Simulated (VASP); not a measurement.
# ZrGe2Pd3 (P4/mmm) in VASP: a series of runs

ZrGe2Pd3 is run at these levels: PBE; tasks: relaxation of cell and atoms.

All numbers are computed with VASP 6.6.1; they aren't measurements. Logs are shortened: lines on timing, memory, paths and dates and some standing lists are left out, and cuts for length are marked.

## (1) The cell of the first run

The structure is tetragonal, space group P4/mmm (No. 123). Conventional cell: a = 4.703 Å, b = 4.703 Å, c = 5.267 Å, α = 90.00°, β = 90.00°, γ = 90.00°. Zr (site symmetry 4/mmm) has 4 Ge at 2.35 Å and 2 Pd at 2.63 Å within 3.1 Å. Ge (site symmetry mmm) has 2 Zr at 2.35 Å and 2 Pd at 2.35 Å within 3.1 Å. Pd (site symmetry 4/mmm) has 6 Pd at 2.63 to 3.33 Å and 8 Ge at 3.53 Å within 3.6 Å. Pd (site symmetry 4/mmm) has 4 Ge at 2.35 Å and 2 Pd at 2.63 Å within 3.1 Å. Within 3.6 Å of Pd (site symmetry 4/mmm) lie 2 Zr at 2.63 Å and 4 Pd at 3.33 Å and 8 Ge at 3.53 Å.

The cell was built from a structure type or drawn by symmetry, and may not be a known phase.

## (2) Relaxation of cell and atoms, PBE

The input, INCAR:

```
ALGO = Fast
EDIFF = 1E-6
EDIFFG = -0.08
ENCUT = 600
GGA = PE
IBRION = 2
ISIF = 3
ISMEAR = 0
LASPH = T
LCHARG = F
LREAL = F
LWAVE = F
NELM = 60
NSW = 36
PREC = Accurate
SIGMA = 0.2
```

The input, KPOINTS:

```
k-points
0
Gamma
  4 4 3
```

The input, POSCAR:

```
ZrGe2Pd3
1.0
    4.7028863100      0.0000000000      0.0000000000
    0.0000000000      4.7028863100      0.0000000000
    0.0000000000      0.0000000000      5.2665079200
Zr Ge Pd
1 2 3
Direct
    0.0000000000      0.0000000000      0.0000000000
    0.5000000000      0.0000000000      0.0000000000
    0.0000000000      0.5000000000      0.0000000000
    0.5000000000      0.5000000000      0.5000000000
    0.5000000000      0.5000000000      0.0000000000
    0.0000000000      0.0000000000      0.5000000000
```

Potentials or basis: VASP PAW PBE potentials, release 64 (Zr_sv, Ge_d, Pd).

Launch:

```bash
> cat potpaw_PBE.64/Zr_sv/POTCAR potpaw_PBE.64/Ge_d/POTCAR potpaw_PBE.64/Pd/POTCAR > POTCAR
> mpirun -np 1 vasp_std > vasp.out
```

OUTCAR:

```text
EDIFF = 1E-6
   EDIFFG = -0.08
   ENCUT = 600
   GGA = PE
   IBRION = 2
   ISIF = 3
   ISMEAR = 0
   LASPH = T
   LREAL = F
   NELM = 60
   NSW = 36
   PREC = Accurate

 ion  position               nearest neighbor table
   1  0.000  0.000  0.000-   2 2.35   3 2.35   3 2.35   2 2.35   6 2.63   6 2.63   5 3.33   5 3.33
                             5 3.33   5 3.33
   2  0.500  0.000  0.000-   1 2.35   5 2.35   5 2.35   1 2.35
   3  0.000  0.500  0.000-   1 2.35   5 2.35   1 2.35   5 2.35
   4  0.500  0.500  0.500-   5 2.63   5 2.63   6 3.33   6 3.33   6 3.33   6 3.33
   5  0.500  0.500  0.000-   2 2.35   3 2.35   2 2.35   3 2.35   4 2.63   4 2.63   1 3.33   1 3.33
                             1 3.33   1 3.33
   6  0.000  0.000  0.500-   1 2.63   1 2.63   4 3.33   4 3.33   4 3.33   4 3.33

  LATTYP: Found a simple tetragonal cell.
 ALAT       =     4.7028863100
 C/A-ratio  =     1.1198458931

  Lattice vectors:

 A1 = (   4.7028863100,   0.0000000000,   0.0000000000)
 A2 = (   0.0000000000,   4.7028863100,   0.0000000000)
 A3 = (   0.0000000000,   0.0000000000,   5.2665079200)

Analysis of symmetry for initial positions (statically):
=====================================================================
 Subroutine PRICEL returns:
 Original cell was already a primitive cell.

 Routine SETGRP: Setting up the symmetry group for a
 simple tetragonal supercell.

 Subroutine GETGRP returns: Found 16 space group operations
 (whereof 16 operations were pure point group operations)
 out of a pool of 16 trial point group operations.

The static configuration has the point symmetry D_4h.

Analysis of symmetry for dynamics (positions and initial velocities):
=====================================================================
 Subroutine PRICEL returns:
 Original cell was already a primitive cell.

 Routine SETGRP: Setting up the symmetry group for a
 simple tetragonal supercell.

 Subroutine GETGRP returns: Found 16 space group operations
 (whereof 16 operations were pure point group operations)
 out of a pool of 16 trial point group operations.

The dynamic configuration has the point symmetry D_4h.

 Subroutine INISYM returns: Found 16 space group operations
 (whereof 16 operations are pure point group operations),
 and found     1 'primitive' translations

----------------------------------------------------------------------------------------

                                     Primitive cell

  volume of cell :     116.4801

  direct lattice vectors                    reciprocal lattice vectors
     4.702886310  0.000000000  0.000000000     0.212635376  0.000000000  0.000000000
     0.000000000  4.702886310  0.000000000     0.000000000  0.212635376  0.000000000
     0.000000000  0.000000000  5.266507920     0.000000000  0.000000000  0.189879141

  length of vectors
     4.702886310  4.702886310  5.266507920     0.212635376  0.212635376  0.189879141

  position of ions in fractional coordinates (direct lattice)
     0.000000000  0.000000000  0.000000000
     0.500000000  0.000000000  0.000000000
     0.000000000  0.500000000  0.000000000
     0.500000000  0.500000000  0.500000000
     0.500000000  0.500000000  0.000000000
     0.000000000  0.000000000  0.500000000

  ion indices of the primitive-cell ions
   primitive index   ion index
                 1           1
                 2           2
                 3           3
                 4           4
                 5           5
                 6           6

----------------------------------------------------------------------------------------

 KPOINTS: k-points

Automatic generation of k-mesh.
 Grid dimensions read from file:
 generate k-points for:    4    4    3

 Generating k-lattice:

[... 33 lines left out ...]
   dimension x,y,z NGX =    40 NGY =   40 NGZ =   42
   dimension x,y,z NGXF=    80 NGYF=   80 NGZF=   84
   ions per type =               1   2   3
   NGX,Y,Z   is equivalent  to a cutoff of  14.14, 14.14, 13.26 a.u.
   NGXF,Y,Z  is equivalent  to a cutoff of  28.28, 28.28, 26.52 a.u.
 SYSTEM =  unknown system
   PREC   = accura    normal or accurate (medium, high low for compatibility)
   ISTART =      0    job   : 0-new  1-cont  2-samecut
   ICHARG =      2    charge: 1-file 2-atom 10-const
   ISPIN  =      1    spin polarized calculation?
   LNONCOLLINEAR =      F non collinear calculations
   LSORBIT =      F    spin-orbit coupling
   LASPH  =      T    aspherical Exc in radial PAW
   ENCUT  =  600.0 eV  44.10 Ry    6.64 a.u.   9.39  9.39 10.52*2*pi/ulx,y,z
   NELM   =     60;   NELMIN=  2; NELMDL= -5     # of ELM steps
   EDIFF  = 0.1E-05   stopping-criterion for ELM
   LREAL  =      F    real-space projection
   EDIFFG = -.8E-01   stopping-criterion for IOM
   NSW    =     36    number of steps for IOM
   IBRION =      2    ionic relax: 0-MD 1-quasi-New 2-CG
   NFREE  =      1    steps in history (QN), initial steepest desc. (CG)
   ISIF   =      3    stress and relaxation
   ISYM   =      2    0-nonsym 1-usesym 2-fastsym
   POTIM  = 0.5000    time-step for ionic-motion
   TEBEG  =    0.0;   TEEND  =   0.0 temperature during run
   PSTRESS=    0.0 pullay stress
   NELECT =      70.0000    total number of electrons
   NUPDOWN=      -1.0000    fix difference up-down
   EMIN   =  10.00;   EMAX   =-10.00  energy-range for DOS
   EFERMI =   0.00;   METHOD = LEGACY
   ISMEAR =     0;   SIGMA  =   0.20  broadening in eV -4-tet -1-fermi 0-gaus
   EFERMI_NEDOS =   21; number of points for ismear=-14 and -15
   IALGO  =     68    algorithm
   IMIX   =      4    mixing-type and parameters
     AMIX     =   0.40;   BMIX     =  1.00
     AMIX_MAG =   1.60;   BMIX_MAG =  1.00
  volume/ion in A,a.u.               =      19.41       131.01
  Fermi-wavevector in a.u.,A,eV,Ry     =   1.381519  2.610693 25.968018  1.908595
  Thomas-Fermi vector in A             =   2.506296
   LORBIT       =      0    0 simple, 1 ext, 2 COOP (PROOUT), +10 PAW based schemes
   GGA     = PE    functional components
   LHFCALC =     F    Hartree Fock is set to
   AEXX    =    0.0000 exact exchange contribution
   IVDW    =     0    specifies the selected vdW correction
   LEPSILON=     F    determine dielectric tensor
   LRPA    =     F    only Hartree local field effects (RPA)
 conjugate gradient relaxation of ions
 non-spin polarized calculation
 RMM-DIIS sequential band-by-band and
 Gauss-broadening in eV      SIGMA  =   0.20
  energy-cutoff  :      600.00
  volume of cell :      116.48
 maximum number of plane-waves:      3913
 NGX is ok and might be reduce to    40

--------------------------------------- Ionic step        1  -------------------------------------------

 number of electron      69.9999975 magnetization

 Free energy of the ion-electron system (eV)
  ---------------------------------------------------
  ext. energy  EPLUGINS =         0.00000000
  ---------------------------------------------------
  free energy    TOTEN  =       -28.99730813 eV

  energy without entropy =      -28.90995759  energy(sigma->0) =      -28.95363286

------------------------ aborting loop because EDIFF is reached ----------------------------------------

  FORCE on cell =-STRESS in cart. coord.  units (eV):
  Direction    XX          YY          ZZ          XY          YZ          ZX
  --------------------------------------------------------------------------------------
  -------------------------------------------------------------------------------------
  Total       19.9528922     19.9528922      0.1795547      0.0000000      0.0000000      0.0000000
  in kB      274.4509489    274.4509489      2.4697656      0.0000000      0.0000000      0.0000000
  external PRESSURE =     183.7905544 kB  Pullay stress =       0.0000000 kB
[... 27 lines left out ...]
--------------------------------------- Ionic step        2  -------------------------------------------

 number of electron      69.9999992 magnetization

 E-fermi :   4.0645     XC(G=0):  -9.7276

 val. band max:        4.0601279730   @ k =   0.5000   0.2500   0.0000
 cond. band min:       4.0944477889   @ k =   0.2500   0.2500   0.0000
 fundamental gap:      0.0343198159
 Fermi energy:         4.0645464797

 k-point     1 :       0.0000    0.0000    0.0000
  band No.  band energies     occupation
      1     -45.2370      2.00000
      2     -23.3908      2.00000
      3     -23.2358      2.00000
      4     -23.2358      2.00000
      5     -20.4017      2.00000
      6     -20.3980      2.00000
[... 529 lines left out ...]
     41       7.1301      0.00000
     42      56.2076      0.00000

------------------------ aborting loop EDIFF was not reached (unconverged)  ----------------------------

  FORCE on cell =-STRESS in cart. coord.  units (eV):
  Direction    XX          YY          ZZ          XY          YZ          ZX
  --------------------------------------------------------------------------------------
  -------------------------------------------------------------------------------------
  Total       -9.0909308     -9.0909308     -2.0741918      0.0000000      0.0000000      0.0000000
  in kB      -92.7262591    -92.7262591    -21.1564743      0.0000000      0.0000000      0.0000000
  external PRESSURE =     -68.8696642 kB  Pullay stress =       0.0000000 kB
[... 27 lines left out ...]
--------------------------------------- Ionic step        3  -------------------------------------------

 number of electron      69.9999989 magnetization

------------------------ aborting loop EDIFF was not reached (unconverged)  ----------------------------

  FORCE on cell =-STRESS in cart. coord.  units (eV):
  Direction    XX          YY          ZZ          XY          YZ          ZX
  --------------------------------------------------------------------------------------
  -------------------------------------------------------------------------------------
  Total       -0.2650783     -0.2650783     -1.3892106      0.0000000      0.0000000      0.0000000
  in kB       -3.0694786     -3.0694786    -16.0863883      0.0000000      0.0000000      0.0000000
  external PRESSURE =      -7.4084485 kB  Pullay stress =       0.0000000 kB
[... 67 lines left out ...]
--------------------------------------- Ionic step        5  -------------------------------------------

 number of electron      70.0000008 magnetization

 Free energy of the ion-electron system (eV)
  ---------------------------------------------------
  ext. energy  EPLUGINS =         0.00000000
  ---------------------------------------------------
  free energy    TOTEN  =       -30.57255082 eV

  energy without entropy =      -30.49158938  energy(sigma->0) =      -30.53207010

 E-fermi :   5.2502     XC(G=0): -10.4015

 val. band max:        5.2457234508   @ k =   0.2500   0.2500   0.3333
 cond. band min:       5.2507830936   @ k =   0.5000   0.0000   0.0000
 fundamental gap:      0.0050596428
 Fermi energy:         5.2501654750

 k-point     1 :       0.0000    0.0000    0.0000
  band No.  band energies     occupation
      1     -43.5805      2.00000
      2     -21.7923      2.00000
      3     -21.6929      2.00000
      4     -21.6929      2.00000
      5     -19.1180      2.00000
      6     -19.1120      2.00000
[... 562 lines left out ...]
  FREE ENERGIE OF THE ION-ELECTRON SYSTEM (eV)
  ---------------------------------------------------
  free  energy   TOTEN  =       -30.5725508151 eV

  energy  without entropy=      -30.4915893764  energy(sigma->0) =      -30.53207010

 reached required accuracy - stopping structural energy minimisation
```

Wall time 11 min (1 thread of Intel Xeon 6975P-C (Granite Rapids), shared host); peak memory 0.31 GiB.

Results:

| Quantity | Value |
| --- | --- |
| Free energy | -30.5726 eV |
| Relaxed volume | 22.77 Å³/atom |
| Relaxed cell | a = 5.117 Å, b = 5.117 Å, c = 5.218 Å, α = 90.00°, β = 90.00°, γ = 90.00° |
| Space group after relaxing (to 0.1 Å) | P4/mmm (No. 123) |
| Energy gained by relaxing | 262.5 meV/atom |
| Ionic steps | 5 |
| Pressure after relaxing | 0.1 GPa |
| Band gap on the k mesh | zero (bands 35 and 36 overlap by 1.40 eV) |

Step by step:
```csv
step,energy change (eV),largest force (eV/Å),pressure (GPa),volume (Å³)
1,0.0000,0.0000,18.38,116.48
2,-0.9276,0.0000,-6.89,157.08
3,-1.5661,0.0000,-0.74,138.36
4,-1.5666,0.0000,-0.51,137.91
5,-1.5752,0.0000,0.14,136.64
```

Final structure:
```
Zr Ge Pd
1.0
     5.11713    0.00000    0.00000
     0.00000    5.11713    0.00000
     0.00000    0.00000    5.21832
Zr Ge Pd
1 2 3
Direct
  0.00000 0.00000 0.00000
  0.50000 0.00000 0.00000
  0.00000 0.50000 0.00000
  0.50000 0.50000 0.50000
  0.50000 0.50000 0.00000
  0.00000 0.00000 0.50000
```

Caveat: the k points lie up to 0.40 Å⁻¹ apart in the final cell, too coarse for converged energies and pressures of a metal; the volume moved by over 15 % at a fixed basis, so the end points are rough.

## (3) Relaxation of cell and atoms, PBE

This run uses another cell than the first one, of the same volume but with other edges.

The input, INCAR:

```
ALGO     = Normal         # electronic algorithm
EDIFF    = 1E-6           # SCF threshold, eV
EDIFFG   = -0.08          # ionic threshold
ENCUT    = 600            # plane-wave cutoff, eV
GGA      = PE             # functional
IBRION   = 2              # ionic algorithm
ISIF     = 3              # what is computed and relaxed
ISMEAR   = 0              # smearing method
LASPH    = True           # aspherical terms in the spheres
LCHARG   = False          # write CHGCAR
LREAL    = False          # projectors in reciprocal space
LWAVE    = False          # write WAVECAR
NELM     = 100            # most SCF steps
NSW      = 36             # ionic steps
PREC     = Accurate       # precision mode
SIGMA    = 0.2            # smearing width, eV
```

KPOINTS is that of step 2.

The input, POSCAR:

```
ZrGe2Pd3
1.0
    4.2265355600      0.0000000000      0.0000000000
    0.0000000000      4.2265355600      0.0000000000
    0.0000000000      0.0000000000      6.5268731100
Zr Ge Pd
1 2 3
Direct
    0.5000000000      0.5000000000      0.0000000000
    0.5000000000      0.0000000000      0.0000000000
    0.0000000000      0.5000000000      0.0000000000
    0.0000000000      0.0000000000      0.6639449400
    0.0000000000      0.0000000000      0.3360550600
    0.0000000000      0.0000000000      0.0000000000
```

Potentials or basis: VASP PAW PBE potentials, release 64 (Zr_sv, Ge_d, Pd).

Launch:

```bash
> cat potpaw_PBE.64/Zr_sv/POTCAR potpaw_PBE.64/Ge_d/POTCAR potpaw_PBE.64/Pd/POTCAR > POTCAR
> mpirun -np 1 vasp_std > vasp.out
```

Run time: 6.7 min. Hardware: 1 thread of Intel Xeon 6975P-C (Granite Rapids), shared host; peak memory 0.3 GiB.

Results (log left out):

| Property | Result |
| --- | --- |
| Free energy | -27.6540 eV |
| Relaxed volume | 33.72 Å³/atom |
| Relaxed cell | a = 5.140 Å, b = 5.140 Å, c = 7.657 Å, α = 90.00°, β = 90.00°, γ = 90.00° |
| Space group after relaxing (to 0.1 Å) | P4/mmm (No. 123) |
| Energy gained by relaxing | 2251.0 meV/atom |
| Ionic steps | 9 |
| Pressure after relaxing | 0.1 GPa |
| Band gap on the k mesh | zero (bands 35 and 36 overlap by 0.61 eV) |

Forces on the atoms (eV/Å):
```
Zr   0.000  0.000  0.000
Ge   0.000  0.000  0.000
Ge   0.000  0.000  0.000
Pd   0.000  0.000 -0.003
Pd   0.000  0.000  0.003
Pd   0.000  0.000  0.000
```

Stress tensor (GPa, compression positive):
```
0.14 0.00 0.00
0.00 0.14 0.00
0.00 0.00 0.04
```

The path:
| step | energy change (eV) | largest force (eV/Å) | pressure (GPa) | volume (Å³) |
| --- | --- | --- | --- | --- |
| 1 | 0.0000 | 0.3032 | 81.74 | 116.59 |
| 2 | -6.6651 | 0.2356 | -7.25 | 374.62 |
| 3 | -13.4024 | 0.5840 | -1.63 | 209.69 |
| 4 | -13.4423 | 0.5924 | -0.79 | 205.32 |
| 5 | -13.4575 | 0.6018 | 0.29 | 200.36 |
| 6 | -13.4556 | 0.5978 | -0.17 | 202.34 |
| 7 | -13.5030 | 0.0910 | -0.33 | 203.92 |
| 8 | -13.5046 | 0.0074 | -0.34 | 204.28 |
| 9 | -13.5062 | 0.0029 | 0.11 | 202.30 |

Final structure:
```
Zr Ge Pd
1.0
     5.14011    0.00000    0.00000
     0.00000    5.14011    0.00000
     0.00000    0.00000    7.65682
Zr Ge Pd
1 2 3
Direct
  0.50000 0.50000 0.00000
  0.50000 0.00000 0.00000
  0.00000 0.50000 0.00000
  0.00000 0.00000 0.66683
  0.00000 0.00000 0.33317
  0.00000 0.00000 0.00000
```

Levels at points of the mesh, in eV from the Fermi level:
| k point | band 31 | band 32 | band 33 | band 34 | band 35 | band 36 | band 37 | band 38 | band 39 | band 40 |
| --- | --- | --- | --- | --- | --- | --- | --- | --- | --- | --- |
| (0.00, 0.00, 0.00) | -0.70 | -0.63 | -0.55 | -0.08 | -0.08 | 0.72 | 0.72 | 1.09 | 1.39 | 1.52 |
| (0.50, 0.00, 0.00) | -0.67 | -0.57 | -0.14 | -0.13 | -0.08 | 0.58 | 0.60 | 0.75 | 0.97 | 1.04 |
| (0.50, 0.50, 0.00) | -0.67 | -0.60 | -0.60 | -0.57 | -0.04 | -0.04 | 0.91 | 1.03 | 1.10 | 2.64 |

Caveat: the k points lie up to 0.31 Å⁻¹ apart in the final cell, too coarse for converged energies and pressures of a metal; the volume moved by over 15 % at a fixed basis, so the end points are rough.
